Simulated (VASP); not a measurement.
# MnF2 (P4_2/mnm) in VASP: single point with PBEsol

Aim: the single point of MnF2 with PBEsol.

Program: VASP 6.6.1. These are calculated values, not measurements. Logs are shortened: lines on timing, memory, paths and dates and some standing lists are left out, and cuts for length are marked.

## Step 1: The cell of the first run

The structure is tetragonal, space group P4_2/mnm (No. 136). Conventional cell: a = 4.874 Å, b = 4.874 Å, c = 3.311 Å, α = 90.00°, β = 90.00°, γ = 90.00°. Within 2.8 Å of Mn (site symmetry mmm) lie 6 F at 2.10 to 2.13 Å. F (site symmetry m2m) has 3 Mn at 2.10 to 2.13 Å and 1 F at 2.68 Å within 2.8 Å.

## Step 2: Single point, PBEsol, collinear spin, ferromagnetic start

The input, INCAR:

```
PREC = Accurate
ENCUT = 600
EDIFF = 1E-6
ISMEAR = 0
SIGMA = 0.02
LREAL = False
LASPH = True
NELM = 200
ALGO = Normal
ISIF = 2
LWAVE = False
LCHARG = False
ISPIN = 2
MAGMOM = 4.59 4.59 0.11 0.11 0.11 0.11
LORBIT = 11
LMAXMIX = 4
GGA = PS
NBANDS = 40
GGA_COMPAT = False
```

The input, KPOINTS:

```
Automatic mesh
0
Gamma
  6 6 8
```

The input, POSCAR:

```
MnF2
1.0
    4.8738000000      0.0000000000      0.0000000000
    0.0000000000      4.8738000000      0.0000000000
    0.0000000000      0.0000000000      3.3107000000
Mn F
2 4
Direct
    0.0000000000      0.0000000000      0.0000000000
    0.5000000000      0.5000000000      0.5000000000
    0.3053000000      0.3053000000      0.0000000000
    0.1947000000      0.8053000000      0.5000000000
    0.6947000000      0.6947000000      0.0000000000
    0.8053000000      0.1947000000      0.5000000000
```

Potentials or basis: VASP PAW PBE potentials, release 64 (Mn_pv, F).

The run is started by

```bash
> cat potpaw_PBE.64/Mn_pv/POTCAR potpaw_PBE.64/F/POTCAR > POTCAR
> mpirun -np 1 vasp_std > vasp.out
```

OUTCAR:

```text
PREC = Accurate
   ENCUT = 600
   EDIFF = 1E-6
   ISMEAR = 0
   LREAL = False
   LASPH = True
   NELM = 200
   ISIF = 2
   ISPIN = 2
   LORBIT = 11
   GGA = PS

 ion  position               nearest neighbor table
   1  0.000  0.000  0.000-   3 2.10   5 2.10   4 2.13   6 2.13   4 2.13   6 2.13
   2  0.500  0.500  0.500-   4 2.10   6 2.10   5 2.13   3 2.13   3 2.13   5 2.13
   3  0.305  0.305  0.000-   1 2.10   2 2.13   2 2.13
   4  0.195  0.805  0.500-   2 2.10   1 2.13   1 2.13
   5  0.695  0.695  0.000-   1 2.10   2 2.13   2 2.13
   6  0.805  0.195  0.500-   2 2.10   1 2.13   1 2.13

  LATTYP: Found a simple tetragonal cell.
 ALAT       =     4.8738000000
 C/A-ratio  =     0.6792851574

  Lattice vectors:

 A1 = (   4.8738000000,   0.0000000000,   0.0000000000)
 A2 = (   0.0000000000,   4.8738000000,   0.0000000000)
 A3 = (   0.0000000000,   0.0000000000,   3.3107000000)

Analysis of symmetry for initial positions (statically):
=====================================================================
 Subroutine PRICEL returns:
 Original cell was already a primitive cell.

 Routine SETGRP: Setting up the symmetry group for a
 simple tetragonal supercell.

 Subroutine GETGRP returns: Found 16 space group operations
 (whereof  8 operations were pure point group operations)
 out of a pool of 16 trial point group operations.

The static configuration has the point symmetry D_2h.
 The point group associated with its full space group is D_4h.

Analysis of symmetry for dynamics (positions and initial velocities):
=====================================================================
 Subroutine PRICEL returns:
 Original cell was already a primitive cell.

 Routine SETGRP: Setting up the symmetry group for a
 simple tetragonal supercell.

 Subroutine GETGRP returns: Found 16 space group operations
 (whereof  8 operations were pure point group operations)
 out of a pool of 16 trial point group operations.

The dynamic configuration has the point symmetry D_2h.
 The point group associated with its full space group is D_4h.

Analysis of structural, dynamic, and magnetic symmetry:
=====================================================================
 Subroutine PRICEL returns:
 Original cell was already a primitive cell.

 Routine SETGRP: Setting up the symmetry group for a
 simple tetragonal supercell.

 Subroutine GETGRP returns: Found 16 space group operations
 (whereof  8 operations were pure point group operations)
 out of a pool of 16 trial point group operations.

The overall configuration has the point symmetry D_2h.
 The point group associated with its full space group is D_4h.

 Subroutine INISYM returns: Found 16 space group operations
 (whereof  8 operations are pure point group operations),
 and found     1 'primitive' translations

----------------------------------------------------------------------------------------

                                     Primitive cell

  volume of cell :      78.6421

  direct lattice vectors                    reciprocal lattice vectors
     4.873800000  0.000000000  0.000000000     0.205178711  0.000000000  0.000000000
     0.000000000  4.873800000  0.000000000     0.000000000  0.205178711  0.000000000
     0.000000000  0.000000000  3.310700000     0.000000000  0.000000000  0.302050926

  length of vectors
     4.873800000  4.873800000  3.310700000     0.205178711  0.205178711  0.302050926

  position of ions in fractional coordinates (direct lattice)
     0.000000000  0.000000000  0.000000000
     0.500000000  0.500000000  0.500000000
     0.305300000  0.305300000  0.000000000
     0.194700000  0.805300000  0.500000000
     0.694700000  0.694700000  0.000000000
     0.805300000  0.194700000  0.500000000

  ion indices of the primitive-cell ions
   primitive index   ion index
                 1           1
                 2           2
                 3           3
                 4           4
                 5           5
                 6           6

----------------------------------------------------------------------------------------
[... 50 lines left out ...]
  0.500000  0.000000  0.250000      4.000000
 [... further k-points ...]
   k-points           NKPTS =     50   k-points in BZ     NKDIM =     50   number of bands    NBANDS=     40
   number of dos      NEDOS =    301   number of ions     NIONS =      6
   total plane-waves  NPLWV =  44800
   dimension x,y,z NGX =    40 NGY =   40 NGZ =   28
   dimension x,y,z NGXF=    80 NGYF=   80 NGZF=   56
   ions per type =               2   4
   NGX,Y,Z   is equivalent  to a cutoff of  13.64, 13.64, 14.06 a.u.
   NGXF,Y,Z  is equivalent  to a cutoff of  27.29, 27.29, 28.12 a.u.
 SYSTEM =  unknown system
   PREC   = accura    normal or accurate (medium, high low for compatibility)
   ISTART =      0    job   : 0-new  1-cont  2-samecut
   ICHARG =      2    charge: 1-file 2-atom 10-const
   ISPIN  =      2    spin polarized calculation?
   LNONCOLLINEAR =      F non collinear calculations
   LSORBIT =      F    spin-orbit coupling
   LASPH  =      T    aspherical Exc in radial PAW
   ENCUT  =  600.0 eV  44.10 Ry    6.64 a.u.   9.73  9.73  6.61*2*pi/ulx,y,z
   NELM   =    200;   NELMIN=  2; NELMDL= -5     # of ELM steps
   EDIFF  = 0.1E-05   stopping-criterion for ELM
   LREAL  =      F    real-space projection
   EDIFFG = 0.1E-04   stopping-criterion for IOM
   NSW    =      0    number of steps for IOM
   IBRION =     -1    ionic relax: 0-MD 1-quasi-New 2-CG
   NFREE  =      0    steps in history (QN), initial steepest desc. (CG)
   ISIF   =      2    stress and relaxation
   ISYM   =      2    0-nonsym 1-usesym 2-fastsym
   POTIM  = 0.5000    time-step for ionic-motion
   TEBEG  =    0.0;   TEEND  =   0.0 temperature during run
   PSTRESS=    0.0 pullay stress
   NELECT =      54.0000    total number of electrons
   NUPDOWN=      -1.0000    fix difference up-down
   EMIN   =  10.00;   EMAX   =-10.00  energy-range for DOS
   EFERMI =   0.00;   METHOD = LEGACY
   ISMEAR =     0;   SIGMA  =   0.02  broadening in eV -4-tet -1-fermi 0-gaus
   EFERMI_NEDOS =   21; number of points for ismear=-14 and -15
   IALGO  =     38    algorithm
   IMIX   =      4    mixing-type and parameters
     AMIX     =   0.40;   BMIX     =  1.00
     AMIX_MAG =   1.60;   BMIX_MAG =  1.00
  volume/ion in A,a.u.               =      13.11        88.45
  Fermi-wavevector in a.u.,A,eV,Ry     =   1.444290  2.729312 28.381385  2.085973
  Thomas-Fermi vector in A             =   2.562601
   LORBIT       =     11    0 simple, 1 ext, 2 COOP (PROOUT), +10 PAW based schemes
   GGA     = PS    functional components
   LHFCALC =     F    Hartree Fock is set to
   AEXX    =    0.0000 exact exchange contribution
   IVDW    =     0    specifies the selected vdW correction
   LEPSILON=     F    determine dielectric tensor
   LRPA    =     F    only Hartree local field effects (RPA)
 spin polarized calculation
 Gauss-broadening in eV      SIGMA  =   0.02
  energy-cutoff  :      600.00
  volume of cell :       78.64
 maximum number of plane-waves:      2644
 NGX is ok and might be reduce to    40
   NGX = 19   NGY = 19   NGZ = 13

 number of electron      54.0000034 magnetization      10.0000011

 number of electron      54.0000034 magnetization       9.9999964

 Free energy of the ion-electron system (eV)
  ---------------------------------------------------
  ext. energy  EPLUGINS =         0.00000000
  ---------------------------------------------------
  free energy    TOTEN  =       -40.64279105 eV

  energy without entropy =      -40.64279105  energy(sigma->0) =      -40.64279105

 E-fermi :   3.5076     XC(G=0): -10.0067

 val. band max:        3.3037544939   @ k =   0.0000   0.0000   0.0000
 cond. band min:       4.2403280816   @ k =   0.0000   0.0000   0.0000
 fundamental gap:      0.9365735877
 Fermi energy:         3.5076289427

 spin component 1

 k-point     1 :       0.0000    0.0000    0.0000
  band No.  band energies     occupation
      1     -46.7450      1.00000
      2     -46.7450      1.00000
      3     -46.6851      1.00000
      4     -46.6851      1.00000
      5     -46.6793      1.00000
      6     -46.6774      1.00000
[... 997 lines left out ...]
     38      13.0815      0.00000
     39      13.9086      0.00000

 [... further k-points ...]

 spin component 2

 k-point     1 :       0.0000    0.0000    0.0000
  band No.  band energies     occupation
      1     -41.8445      1.00000
      2     -41.8445      1.00000
      3     -41.7753      1.00000
      4     -41.7753      1.00000
      5     -41.7654      1.00000
      6     -41.7625      1.00000
[... 997 lines left out ...]
     38      14.1241      0.00000
     39      14.8131      0.00000

 [... further k-points ...]

 [bands above 39 left out]

------------------------ aborting loop because EDIFF is reached ----------------------------------------

  FORCE on cell =-STRESS in cart. coord.  units (eV):
  Direction    XX          YY          ZZ          XY          YZ          ZX
  --------------------------------------------------------------------------------------
  -------------------------------------------------------------------------------------
  Total       -0.3062280     -0.3062280     -0.4539779     -0.0000000      0.0000000      0.0000000
  in kB       -6.2387876     -6.2387876     -9.2488997     -0.0000000      0.0000000      0.0000000
  external PRESSURE =      -7.2421583 kB  Pullay stress =       0.0000000 kB

 VOLUME and BASIS-vectors are now :
 -----------------------------------------------------------------------------
  energy-cutoff  :      600.00
  volume of cell :       78.64
      direct lattice vectors                 reciprocal lattice vectors
     4.873800000  0.000000000  0.000000000     0.205178711  0.000000000  0.000000000
     0.000000000  4.873800000  0.000000000     0.000000000  0.205178711  0.000000000
     0.000000000  0.000000000  3.310700000     0.000000000  0.000000000  0.302050926

 POSITION                                       TOTAL-FORCE (eV/Angst)
 -----------------------------------------------------------------------------------
      0.00000      0.00000      0.00000        -0.000000      0.000000      0.000000
      2.43690      2.43690      1.65535        -0.000000      0.000000      0.000000
      1.48797      1.48797      0.00000         0.001306      0.001306     -0.000000
      0.94893      3.92487      1.65535        -0.001306      0.001306     -0.000000
      3.38583      3.38583      0.00000        -0.001306     -0.001306      0.000000
      3.92487      0.94893      1.65535         0.001306     -0.001306      0.000000
 -----------------------------------------------------------------------------------
    total drift:                               -0.000000     -0.000000     -0.000000

  FREE ENERGIE OF THE ION-ELECTRON SYSTEM (eV)
  ---------------------------------------------------
  free  energy   TOTEN  =       -40.6427910463 eV

  energy  without entropy=      -40.6427910463  energy(sigma->0) =      -40.64279105

 total charge

# of ion       s       p       d       tot
------------------------------------------
    1        0.168   6.150   4.947  11.264
    2        0.168   6.150   4.947  11.264
    3        1.727   4.353   0.000   6.081
    4        1.727   4.353   0.000   6.081
    5        1.727   4.353   0.000   6.081
    6        1.727   4.353   0.000   6.081
--------------------------------------------------
tot          7.245  29.713   9.894  46.851

 magnetization (x)

# of ion       s       p       d       tot
------------------------------------------
    1        0.024   0.022   4.535   4.582
    2        0.024   0.022   4.535   4.582
    3        0.009   0.078   0.000   0.087
    4        0.009   0.078   0.000   0.087
    5        0.009   0.078   0.000   0.087
    6        0.009   0.078   0.000   0.087
--------------------------------------------------
tot          0.083   0.358   9.070   9.511
```

It took 5.7 min on 1 thread of Intel Xeon 8259CL, shared host; peak memory 0.42 GiB.

Results:

| Property | Result |
| --- | --- |
| Free energy | -40.6428 eV |
| Pressure | -0.7 GPa |
| Band gap on the k mesh | 0.94 eV |
| Net moment | 10.00 μB per cell |
| Site moments | Mn +4.58; F +0.09 μB |
| Valence electrons inside the program's atomic spheres | Mn 11.26; F 6.08 |

Levels at points of the mesh, in eV from the valence-band top:
Spin up:
| k point | band 29 | band 30 | band 31 | band 32 | band 33 | band 34 | band 35 | band 36 |
| --- | --- | --- | --- | --- | --- | --- | --- | --- |
| (0.00, 0.00, 0.00) | -1.58 | -0.56 | -0.56 | 0.00 | 0.94 | 6.25 | 6.25 | 7.65 |
| (0.50, 0.00, 0.00) | -0.83 | -0.83 | -0.69 | -0.69 | 3.30 | 3.30 | 7.59 | 7.59 |
| (0.50, 0.50, 0.00) | -1.14 | -1.14 | -0.57 | -0.57 | 4.82 | 4.82 | 5.36 | 5.36 |
| (0.00, 0.00, 0.50) | -1.25 | -1.25 | -1.02 | -1.02 | 5.56 | 5.56 | 9.36 | 9.36 |
| (0.50, 0.00, 0.50) | -1.68 | -1.68 | -0.32 | -0.32 | 6.64 | 6.64 | 6.76 | 6.76 |
| (0.50, 0.50, 0.50) | -1.28 | -1.28 | -0.84 | -0.84 | 6.62 | 6.62 | 7.72 | 7.72 |
Spin down:
| k point | band 20 | band 21 | band 22 | band 23 | band 24 | band 25 |
| --- | --- | --- | --- | --- | --- | --- |
| (0.00, 0.00, 0.00) | -4.68 | -4.68 | -4.39 | 1.62 | 1.68 | 2.09 |
| (0.50, 0.00, 0.00) | -5.48 | -4.72 | -4.72 | 1.86 | 1.86 | 2.28 |
| (0.50, 0.50, 0.00) | -5.14 | -5.05 | -5.05 | 1.74 | 1.74 | 2.18 |
| (0.00, 0.00, 0.50) | -5.31 | -5.09 | -5.09 | 2.10 | 2.10 | 2.18 |
| (0.50, 0.00, 0.50) | -5.15 | -4.89 | -4.89 | 1.81 | 1.81 | 2.23 |
| (0.50, 0.50, 0.50) | -4.87 | -4.79 | -4.79 | 2.07 | 2.07 | 2.16 |

Caveat: the PAW data sets were made with another functional, which shifts forces and pressure a little; the run started ferromagnetic, and an antiferromagnetic order may lie lower in energy.
